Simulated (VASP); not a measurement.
A run of VASP 6.6.1:

File INCAR:

```
ALGO = Normal ; EDIFF = 1E-6
ENCUT = 520 ; GGA = PE
ISIF = 2 ; ISMEAR = 0
LASPH = T ; LCHARG = T
LELF = T ; LREAL = F
LVHAR = T ; LWAVE = F
NBANDS = 16 ; NELM = 100
PREC = Accurate ; SIGMA = 0.05
```

Contents of KPOINTS:

```
k-points
0
Gamma
  12 12 6
```

Contents of POSCAR:

```
BN
1.0
    2.5545800960      0.0000000000      0.0000000000
   -1.2772900480      2.2123312591      0.0000000000
    0.0000000000      0.0000000000      4.3512499713
B N
2 2
Direct
    0.6666666667      0.3333333333      0.9998058547
    0.3333333333      0.6666666667      0.4998058547
    0.6666666667      0.3333333333      0.6251941453
    0.3333333333      0.6666666667      0.1251941453
```

Potentials or basis: VASP PAW PBE potentials, release 64 (B, N).

Launch:

```sh
$ cat potpaw_PBE.64/B/POTCAR potpaw_PBE.64/N/POTCAR > POTCAR
$ mpirun -np 1 vasp_std > vasp.out
```

Hardware: 1 thread of Intel Xeon 6975P-C, with other jobs on the host.

Task: Estimate the wall time of this run.

Result: Wall time 20 s on 1 thread of Intel Xeon 6975P-C, with other jobs on the host, peak memory 0.15 GiB. Counts: scf iterations 13, k points 76.
